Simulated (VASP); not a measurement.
# Ga2SnTe2 (P4/mmm) in VASP: notebook

The runs below take Ga2SnTe2 through single point, relaxation of cell and atoms, with PBE.

All numbers are computed with VASP 6.6.1; they aren't measurements. Logs are shortened: lines on timing, memory, paths and dates and some standing lists are left out, and cuts for length are marked.

### 1 The cell of the first run

Symmetry: P4/mmm, No. 123, tetragonal system. The conventional cell has a = 5.466 Å, b = 5.466 Å, c = 6.137 Å, α = 90.00°, β = 90.00°, γ = 90.00°. Ga (site symmetry mmm) has 2 Sn at 2.73 Å and 4 Te at 3.13 Å within 3.6 Å. Within 3.6 Å of Sn (site symmetry 4/mmm) lie 4 Ga at 2.73 Å. Te (site symmetry 4mm) has 2 Te at 3.05 to 3.09 Å and 4 Ga at 3.13 Å and 4 Sn at 4.15 Å within 4.2 Å.

The cell was generated, and may not be a known phase.

### 2 Single point, PBE

INCAR

```
SYSTEM = Ga2SnTe2
PREC = Accurate ; ENCUT = 520
EDIFF = 1E-6 ; ISMEAR = 0
SIGMA = 0.1 ; LREAL = .FALSE.
LASPH = .TRUE. ; NELM = 60
ALGO = Fast ; ISIF = 2
LWAVE = .FALSE. ; LCHARG = .FALSE.
GGA = PE ; NBANDS = 34
```

KPOINTS

```
Automatic mesh
0
G
  4 4 4
  0 0 0
```

POSCAR

```
Ga2SnTe2
1.0
    5.4663319285      0.0000000000      0.0000000000
    0.0000000000      5.4663319285      0.0000000000
    0.0000000000      0.0000000000      6.1371745438
Ga Sn Te
2 1 2
Direct
    0.0000000000      0.5000000000      0.5000000000
    0.5000000000      0.0000000000      0.5000000000
    0.0000000000      0.0000000000      0.5000000000
    0.5000000000      0.5000000000      0.2516604783
    0.5000000000      0.5000000000      0.7483395217
```

Potentials or basis: VASP PAW PBE potentials, release 64 (Ga_d, Sn_d, Te).

Run with:

```
$ cat potpaw_PBE.64/Ga_d/POTCAR potpaw_PBE.64/Sn_d/POTCAR potpaw_PBE.64/Te/POTCAR > POTCAR
$ mpirun -np 1 vasp_std > vasp.out
```

OUTCAR:

```text
SYSTEM = Ga2SnTe2
   PREC = Accurate
   ENCUT = 520
   EDIFF = 1E-6
   ISMEAR = 0
   LREAL = .FALSE.
   LASPH = .TRUE.
   NELM = 60
   ISIF = 2
   GGA = PE

 ion  position               nearest neighbor table
   1  0.000  0.500  0.500-   3 2.73   3 2.73   5 3.13   4 3.13   4 3.13   5 3.13
   2  0.500  0.000  0.500-   3 2.73   3 2.73   5 3.13   4 3.13   5 3.13   4 3.13
   3  0.000  0.000  0.500-   1 2.73   2 2.73   1 2.73   2 2.73
   4  0.500  0.500  0.252-   5 3.05   5 3.09   1 3.13   2 3.13   2 3.13   1 3.13
   5  0.500  0.500  0.748-   4 3.05   4 3.09   2 3.13   1 3.13   2 3.13   1 3.13

  LATTYP: Found a simple tetragonal cell.
 ALAT       =     5.4663319285
 C/A-ratio  =     1.1227226272

  Lattice vectors:

 A1 = (   5.4663319285,   0.0000000000,   0.0000000000)
 A2 = (   0.0000000000,   5.4663319285,   0.0000000000)
 A3 = (   0.0000000000,   0.0000000000,   6.1371745438)

Analysis of symmetry for initial positions (statically):
=====================================================================
 Subroutine PRICEL returns:
 Original cell was already a primitive cell.

 Routine SETGRP: Setting up the symmetry group for a
 simple tetragonal supercell.

 Subroutine GETGRP returns: Found 16 space group operations
 (whereof 16 operations were pure point group operations)
 out of a pool of 16 trial point group operations.

The static configuration has the point symmetry D_4h.

Analysis of symmetry for dynamics (positions and initial velocities):
=====================================================================
 Subroutine PRICEL returns:
 Original cell was already a primitive cell.

 Routine SETGRP: Setting up the symmetry group for a
 simple tetragonal supercell.

 Subroutine GETGRP returns: Found 16 space group operations
 (whereof 16 operations were pure point group operations)
 out of a pool of 16 trial point group operations.

The dynamic configuration has the point symmetry D_4h.

 Subroutine INISYM returns: Found 16 space group operations
 (whereof 16 operations are pure point group operations),
 and found     1 'primitive' translations

----------------------------------------------------------------------------------------

                                     Primitive cell

  volume of cell :     183.3836

  direct lattice vectors                    reciprocal lattice vectors
     5.466331928  0.000000000  0.000000000     0.182938031  0.000000000  0.000000000
     0.000000000  5.466331928  0.000000000     0.000000000  0.182938031  0.000000000
     0.000000000  0.000000000  6.137174544     0.000000000  0.000000000  0.162941431

  length of vectors
     5.466331928  5.466331928  6.137174544     0.182938031  0.182938031  0.162941431

  position of ions in fractional coordinates (direct lattice)
     0.000000000  0.500000000  0.500000000
     0.500000000  0.000000000  0.500000000
     0.000000000  0.000000000  0.500000000
     0.500000000  0.500000000  0.251660478
     0.500000000  0.500000000  0.748339522

  ion indices of the primitive-cell ions
   primitive index   ion index
                 1           1
                 2           2
                 3           3
                 4           4
                 5           5

----------------------------------------------------------------------------------------

 KPOINTS: Automatic mesh

Automatic generation of k-mesh.
 Grid dimensions read from file:
 generate k-points for:    4    4    4

 Generating k-lattice:

  Cartesian coordinates                     Fractional coordinates (reciprocal lattice)
     0.045734508  0.000000000  0.000000000     0.250000000  0.000000000  0.000000000
     0.000000000  0.045734508  0.000000000     0.000000000  0.250000000  0.000000000
     0.000000000  0.000000000  0.040735358     0.000000000  0.000000000  0.250000000

  Length of vectors
     0.045734508  0.045734508  0.040735358

  Shift w.r.t. Gamma in fractional coordinates (k-lattice)
     0.000000000  0.000000000  0.000000000

 Subroutine IBZKPT returns following result:
 ===========================================

 Found     18 irreducible k-points:

 Following reciprocal coordinates:
            Coordinates               Weight
  0.000000  0.000000  0.000000      1.000000
  0.250000  0.000000  0.000000      4.000000
  0.500000  0.000000  0.000000      2.000000
  0.250000  0.250000  0.000000      4.000000
  0.500000  0.250000  0.000000      4.000000
  0.500000  0.500000  0.000000      1.000000
[... 10 lines left out ...]
  0.500000  0.250000  0.500000      4.000000
  0.500000  0.500000  0.500000      1.000000
   k-points           NKPTS =     18   k-points in BZ     NKDIM =     18   number of bands    NBANDS=     34
   number of dos      NEDOS =    301   number of ions     NIONS =      5
   total plane-waves  NPLWV =  84672
   dimension x,y,z NGX =    42 NGY =   42 NGZ =   48
   dimension x,y,z NGXF=    84 NGYF=   84 NGZF=   96
   ions per type =               2   1   2
   NGX,Y,Z   is equivalent  to a cutoff of  12.77, 12.77, 13.00 a.u.
   NGXF,Y,Z  is equivalent  to a cutoff of  25.55, 25.55, 26.00 a.u.
 SYSTEM =  Ga2SnTe2
   PREC   = accura    normal or accurate (medium, high low for compatibility)
   ISTART =      0    job   : 0-new  1-cont  2-samecut
   ICHARG =      2    charge: 1-file 2-atom 10-const
   ISPIN  =      1    spin polarized calculation?
   LNONCOLLINEAR =      F non collinear calculations
   LSORBIT =      F    spin-orbit coupling
   LASPH  =      T    aspherical Exc in radial PAW
   ENCUT  =  520.0 eV  38.22 Ry    6.18 a.u.  10.16 10.16 11.41*2*pi/ulx,y,z
   NELM   =     60;   NELMIN=  2; NELMDL= -5     # of ELM steps
   EDIFF  = 0.1E-05   stopping-criterion for ELM
   LREAL  =      F    real-space projection
   EDIFFG = 0.1E-04   stopping-criterion for IOM
   NSW    =      0    number of steps for IOM
   IBRION =     -1    ionic relax: 0-MD 1-quasi-New 2-CG
   NFREE  =      0    steps in history (QN), initial steepest desc. (CG)
   ISIF   =      2    stress and relaxation
   ISYM   =      2    0-nonsym 1-usesym 2-fastsym
   POTIM  = 0.5000    time-step for ionic-motion
   TEBEG  =    0.0;   TEEND  =   0.0 temperature during run
   PSTRESS=    0.0 pullay stress
   NELECT =      52.0000    total number of electrons
   NUPDOWN=      -1.0000    fix difference up-down
   EMIN   =  10.00;   EMAX   =-10.00  energy-range for DOS
   EFERMI =   0.00;   METHOD = LEGACY
   ISMEAR =     0;   SIGMA  =   0.10  broadening in eV -4-tet -1-fermi 0-gaus
   EFERMI_NEDOS =   21; number of points for ismear=-14 and -15
   IALGO  =     68    algorithm
   IMIX   =      4    mixing-type and parameters
     AMIX     =   0.40;   BMIX     =  1.00
     AMIX_MAG =   1.60;   BMIX_MAG =  1.00
  volume/ion in A,a.u.               =      36.68       247.51
  Fermi-wavevector in a.u.,A,eV,Ry     =   1.075530  2.032457 15.738735  1.156764
  Thomas-Fermi vector in A             =   2.211389
   LORBIT       =      0    0 simple, 1 ext, 2 COOP (PROOUT), +10 PAW based schemes
   GGA     = PE    functional components
   LHFCALC =     F    Hartree Fock is set to
   AEXX    =    0.0000 exact exchange contribution
   IVDW    =     0    specifies the selected vdW correction
   LEPSILON=     F    determine dielectric tensor
   LRPA    =     F    only Hartree local field effects (RPA)
 non-spin polarized calculation
 RMM-DIIS sequential band-by-band and
 Gauss-broadening in eV      SIGMA  =   0.10
  energy-cutoff  :      520.00
  volume of cell :      183.38
 maximum number of plane-waves:      4976
 NGX is ok and might be reduce to    42
   NGX = 21   NGY = 21   NGZ = 23

 number of electron      51.9999971 magnetization

 Free energy of the ion-electron system (eV)
  ---------------------------------------------------
  ext. energy  EPLUGINS =         0.00000000
  ---------------------------------------------------
  free energy    TOTEN  =       -15.41644722 eV

  energy without entropy =      -15.39059257  energy(sigma->0) =      -15.40351989

 E-fermi :   3.2816     XC(G=0):  -8.0137

 val. band max:        3.2720521505   @ k =   0.2500   0.0000   0.5000
 cond. band min:       3.2831240450   @ k =   0.5000   0.0000   0.2500
 fundamental gap:      0.0110718945
 Fermi energy:         3.2815566441

 k-point     1 :       0.0000    0.0000    0.0000
  band No.  band energies     occupation
      1     -18.4099      2.00000
      2     -18.3348      2.00000
      3     -18.3348      2.00000
      4     -18.2565      2.00000
      5     -18.1897      2.00000
      6     -11.6083      2.00000
[... 26 lines left out ...]
     33       6.8948      0.00000
     34       7.9044      0.00000

 k-point     2 :       0.2500    0.0000    0.0000
  band No.  band energies     occupation
      1     -18.4086      2.00000
      2     -18.3348      2.00000
      3     -18.3344      2.00000
      4     -18.2525      2.00000
      5     -18.1893      2.00000
      6     -11.5956      2.00000
[... 26 lines left out ...]
     33       7.7728      0.00000
     34       7.7768      0.00000

 k-point     3 :       0.5000    0.0000    0.0000
  band No.  band energies     occupation
      1     -18.4073      2.00000
      2     -18.3348      2.00000
      3     -18.3341      2.00000
      4     -18.2484      2.00000
      5     -18.1889      2.00000
      6     -11.5735      2.00000
[... 26 lines left out ...]
     33       8.4347      0.00000
     34       8.9319      0.00000

 k-point     4 :       0.2500    0.2500    0.0000
  band No.  band energies     occupation
      1     -18.4072      2.00000
      2     -18.3344      2.00000
      3     -18.3344      2.00000
      4     -18.2485      2.00000
      5     -18.1890      2.00000
      6     -11.5858      2.00000
[... 26 lines left out ...]
     33       7.3746      0.00000
     34       8.2636      0.00000

 k-point     5 :       0.5000    0.2500    0.0000
  band No.  band energies     occupation
      1     -18.4059      2.00000
      2     -18.3344      2.00000
      3     -18.3341      2.00000
      4     -18.2445      2.00000
      5     -18.1886      2.00000
      6     -11.5811      2.00000
[... 399 lines left out ...]
 k-point    16 :       0.2500    0.2500    0.5000
  band No.  band energies     occupation
      1     -18.4071      2.00000
      2     -18.3344      2.00000
      3     -18.3344      2.00000
      4     -18.2485      2.00000
      5     -18.1890      2.00000
      6     -11.5849      2.00000
[... 26 lines left out ...]
     33       7.6445      0.00000
     34      10.0302      0.00000

 k-point    17 :       0.5000    0.2500    0.5000
  band No.  band energies     occupation
      1     -18.4058      2.00000
      2     -18.3344      2.00000
      3     -18.3341      2.00000
      4     -18.2445      2.00000
      5     -18.1886      2.00000
      6     -11.5830      2.00000
[... 26 lines left out ...]
     33       7.7061      0.00000
     34       8.4502      0.00000

 k-point    18 :       0.5000    0.5000    0.5000
  band No.  band energies     occupation
      1     -18.4045      2.00000
      2     -18.3341      2.00000
      3     -18.3341      2.00000
      4     -18.2405      2.00000
      5     -18.1883      2.00000
      6     -11.5889      2.00000
[... 26 lines left out ...]
     33       7.3085      0.00000
     34       7.3676      0.00000

------------------------ aborting loop because EDIFF is reached ----------------------------------------

  FORCE on cell =-STRESS in cart. coord.  units (eV):
  Direction    XX          YY          ZZ          XY          YZ          ZX
  --------------------------------------------------------------------------------------
  -------------------------------------------------------------------------------------
  Total        0.0829666      0.0829666     -0.0385748      0.0000000      0.0000000      0.0000000
  in kB        0.7248586      0.7248586     -0.3370182      0.0000000      0.0000000      0.0000000
  external PRESSURE =       0.3708997 kB  Pullay stress =       0.0000000 kB

 VOLUME and BASIS-vectors are now :
 -----------------------------------------------------------------------------
  energy-cutoff  :      520.00
  volume of cell :      183.38
      direct lattice vectors                 reciprocal lattice vectors
     5.466331928  0.000000000  0.000000000     0.182938031  0.000000000  0.000000000
     0.000000000  5.466331928  0.000000000     0.000000000  0.182938031  0.000000000
     0.000000000  0.000000000  6.137174544     0.000000000  0.000000000  0.162941431

 POSITION                                       TOTAL-FORCE (eV/Angst)
 -----------------------------------------------------------------------------------
      0.00000      2.73317      3.06859         0.000000      0.000000      0.000000
      2.73317      0.00000      3.06859         0.000000      0.000000      0.000000
      0.00000      0.00000      3.06859         0.000000      0.000000      0.000000
      2.73317      2.73317      1.54448         0.000000      0.000000     -0.000980
      2.73317      2.73317      4.59269        -0.000000     -0.000000      0.000980
 -----------------------------------------------------------------------------------
    total drift:                                0.000000      0.000000     -0.000000

  FREE ENERGIE OF THE ION-ELECTRON SYSTEM (eV)
  ---------------------------------------------------
  free  energy   TOTEN  =       -15.4164472150 eV

  energy  without entropy=      -15.3905925710  energy(sigma->0) =      -15.40351989
```

Run time: 66 s. Hardware: 1 thread of Intel Xeon 6975P-C (Granite Rapids), shared host; peak memory 0.34 GiB.

What came out:

```yaml
Free_energy: -15.4164 eV
Pressure: 0.0 GPa
Band_gap_on_the_k_mesh: zero (bands 26 and 27 overlap by 1.57 eV)
```

Levels at points of the mesh, in eV from the Fermi level:
```csv
k point,band 23,band 24,band 25,band 26,band 27,band 28,band 29,band 30
"(0.00, 0.00, 0.00)",-1.07,-1.07,-0.82,-0.70,-0.70,-0.67,1.95,3.43
"(0.50, 0.00, 0.00)",-2.32,-2.30,-0.63,-0.48,1.21,1.65,2.07,3.24
"(0.50, 0.50, 0.00)",-1.87,-0.81,-0.81,0.15,2.90,3.17,3.36,3.64
"(0.00, 0.00, 0.50)",-1.69,-1.68,-1.68,-0.80,-0.80,-0.58,-0.24,1.53
"(0.50, 0.00, 0.50)",-2.28,-1.60,-1.40,-1.23,0.45,0.74,1.37,2.18
"(0.50, 0.50, 0.50)",-1.78,-1.06,-0.26,0.14,0.14,3.15,3.22,3.37
```

Caveat: spin-orbit coupling is left out, which moves the levels of the heavy elements.

### 3 Single point, PBE

This run uses another cell than the first one, of 30.78 Å³/atom.

INCAR

```
SYSTEM = Ga2SnTe2
PREC = Accurate
ENCUT = 520
EDIFF = 1E-7
ISMEAR = 0
SIGMA = 0.1
LREAL = .False.
LASPH = .True.
NELM = 60
ALGO = Fast
ISIF = 2
LWAVE = .False.
LCHARG = .False.
GGA = PE
NBANDS = 34
```

KPOINTS

```
regular mesh
0
Gamma
  4 4 4
  0 0 0
```

POSCAR

```
Ga2SnTe2
1.0
    5.0263094700      0.0000000000      0.0000000000
    0.0000000000      5.0263094700      0.0000000000
    0.0000000000      0.0000000000      6.0909030200
Ga Sn Te
2 1 2
Direct
    0.0000000000      0.5000000000      0.5000000000
    0.5000000000      0.0000000000      0.5000000000
    0.0000000000      0.0000000000      0.5000000000
    0.5000000000      0.5000000000      0.2942339300
    0.5000000000      0.5000000000      0.7057660700
```

Potentials or basis: VASP PAW PBE potentials, release 64 (Ga_d, Sn_d, Te).

Run with:

```
$ cat potpaw_PBE.64/Ga_d/POTCAR potpaw_PBE.64/Sn_d/POTCAR potpaw_PBE.64/Te/POTCAR > POTCAR
$ mpirun -np 1 vasp_std > vasp.out
```

Run time: 62 s. Hardware: 1 thread of Intel Xeon 6975P-C (Granite Rapids), shared host; peak memory 0.32 GiB.

The run converged. Its results:

```yaml
Free_energy: -13.1288 eV
Pressure: 14.9 GPa
Largest_force: 5.667 eV/Å
Band_gap_on_the_k_mesh: zero (bands 26 and 27 overlap by 1.86 eV)
```

Forces on the atoms (eV/Å):
```
Ga   0.000  0.000  0.000
Ga   0.000  0.000  0.000
Sn   0.000  0.000  0.000
Te   0.000  0.000 -5.667
Te   0.000  0.000  5.667
```

Stress tensor (GPa, compression positive):
```
15.24  0.00  0.00
 0.00 15.24  0.00
 0.00  0.00 14.33
```

Levels at points of the mesh, in eV from the Fermi level:
| k point | band 24 | band 25 | band 26 | band 27 | band 28 | band 29 |
| --- | --- | --- | --- | --- | --- | --- |
| (0.00, 0.00, 0.00) | -1.46 | -1.39 | -1.39 | -1.19 | 0.25 | 1.32 |
| (0.50, 0.00, 0.00) | -3.20 | -1.29 | 0.18 | 1.23 | 1.31 | 1.71 |
| (0.50, 0.50, 0.00) | -0.42 | -0.42 | -0.36 | 2.47 | 2.64 | 3.33 |
| (0.00, 0.00, 0.50) | -1.88 | -1.71 | -1.39 | -1.39 | -0.08 | 0.28 |
| (0.50, 0.00, 0.50) | -3.18 | -1.76 | -0.25 | 0.70 | 1.00 | 1.27 |
| (0.50, 0.50, 0.50) | -0.75 | 0.01 | 0.01 | 0.22 | 2.50 | 2.66 |

Caveat: the cell stands under pressure; spin-orbit coupling is left out, which moves the levels of the heavy elements; this functional lacks dispersion, which binds layers or chains, so the pressure and a relaxed spacing across them are unreliable; forces of over 1 eV/Å act on the atoms, so gaps and moduli don't describe the material at rest.

(Continued in part 2 of 2.)

The gap in the log of VASP goes by the Fermi energy; the results here count the filled bands.